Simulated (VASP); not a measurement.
Wanted: the native input for a VASP 6.6.1 run.

| Property | Result |
| --- | --- |
| Task | single point |
| Functional | PBE |
| Dispersion | D3(BJ) |
| Potentials or basis | VASP PAW PBE potentials, release 64 (Sn_d, Se) |
| Cutoff | 520 eV |
| k mesh | 12 × 12 × 6 |
| Occupations | gaussian, width 0.03 eV |
| Spin | no spin polarisation |
| Dipole correction | no |
| Further INCAR settings | ALGO = Normal; EDIFF = 1e-07; NBANDS = 20 |

The structure of SnSe2 lies in POSCAR:

```
SnSe2
1.0
    3.7430723807      0.0000000000      0.0000000000
   -1.8715361904      3.2415957699      0.0000000000
    0.0000000000      0.0000000000      5.7110495550
Sn Se
1 2
Direct
    0.0000000000      0.0000000000      0.0000000000
    0.3333333333      0.6666666667      0.2651529960
    0.6666666667      0.3333333333      0.7348470040
```

This cell differs from its parent crystal: strain -0.025 along x and y, -0.050 along z.

The input as run:

INCAR

```
SYSTEM = SnSe2
ALGO = Normal
EDIFF = 1E-7
ENCUT = 520
GGA = PE
ISIF = 2
ISMEAR = 0
IVDW = 12
LASPH = .True.
LCHARG = .False.
LREAL = .False.
LWAVE = .False.
NBANDS = 20
NELM = 80
PREC = Accurate
SIGMA = 0.03
```

KPOINTS

```
k-points
0
Gamma
  12 12 6
  0 0 0
```

Potentials or basis: VASP PAW PBE potentials, release 64 (Sn_d, Se).

Command:

```sh
$ cat potpaw_PBE.64/Sn_d/POTCAR potpaw_PBE.64/Se/POTCAR > POTCAR
$ mpirun -np 1 vasp_std > vasp.out
```

Results of the run:

- Pressure: 8.8 GPa
- Largest force: 1.083 eV/Å
- Band gap on the k mesh: 0.33 eV (least direct gap 0.96 eV)
- Dispersion energy per atom: -0.404 eV

Caveat: the cell differs from its parent crystal (strain -0.025 along x and y, -0.050 along z); the cell stands under pressure; spin-orbit coupling is left out, which moves the levels of the heavy elements; forces of over 1 eV/Å act on the atoms, so gaps and moduli don't describe the material at rest.

It took 2.9 min on 1 thread of Intel Xeon 8259CL, with other jobs on the host, peak memory 0.28 GiB.
